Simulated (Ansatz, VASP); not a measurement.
## Hf2S in VASP and in Ansatz

```
CELL_PARAMETERS angstrom
3.34653 0.00000 0.00000
-1.67327 2.89818 0.00000
0.00000 0.00000 11.66424
ATOMIC_POSITIONS crystal
Hf 0.66667 0.33333 0.89862
Hf 0.33333 0.66667 0.39862
Hf 0.66667 0.33333 0.60138
Hf 0.33333 0.66667 0.10138
S 0.00000 0.00000 0.75000
S 0.00000 0.00000 0.25000
```

Alike in both runs: functional PBEsol; k mesh 12 × 12 × 4; occupations gaussian, width 0.1 eV; no spin polarisation.

Ansatz relaxed the structure, and its values are those at the end. VASP's run is a single point on that final structure, the one shown.

```csv
,VASP,Ansatz
version,VASP 6.6.1,Ansatz 0.2.0
potentials or method,"VASP PAW PBE potentials, release 64 (Hf_pv, S), cutoff 520 eV","scalar-relativistic, plane waves, PAW"
valence electrons in the cell,52,116
```

|  | VASP | Ansatz | Ansatz less VASP |
| --- | --- | --- | --- |
| gap on the k mesh at the Fermi level (eV) | none | none | - |
| pressure (GPa) | -0.4 | 0.0 | +0.44 |
| rms of the force components (eV/Å) | 0.003 | 0.000 | -0.0031 |

VASP's potentials were made for PBE, not for PBEsol. A gap of «none» marks a metal or a gap that the smearing closes. VASP's potentials hold 52 valence electrons a cell and Ansatz's 116, so a difference there can come from the potentials and not from the codes.

Spin-orbit coupling is off throughout.
